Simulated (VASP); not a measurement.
Fe:

```
Fe
1.0
    -1.41354    1.41354    1.41354
     1.41354   -1.41354    1.41354
     1.41354    1.41354   -1.41354
Fe
1
Cartesian
  0.0000 0.0000 0.0000
```

Base run:

- Program: VASP 6.6.1
- Functional: BLYP
- Dispersion: D4
- Potentials or basis: VASP PAW PBE potentials, release 64 (Fe)
- Cutoff: 520 eV
- k mesh: 13 × 13 × 13
- Occupations: fermi-dirac, width 0.05 eV
- Spin: collinear spin, ferromagnetic start
- Starting moments: [3.0] μB

Its results: pressure -1.0 GPa; net moment 2.10 μB per cell; site moments Fe +2.09 μB.

The run is repeated on the same cell with these changes: functional from BLYP to b88 exchange, pbe correlation; dispersion from D4 to none; cutoff from 520 eV to 600 eV. What comes out?

Pressure -0.5 GPa; net moment 2.12 μB per cell; site moments Fe +2.12 μB.

Several settings changed at once.

Caveats: the PAW data sets were made with another functional, which shifts forces and pressure a little.
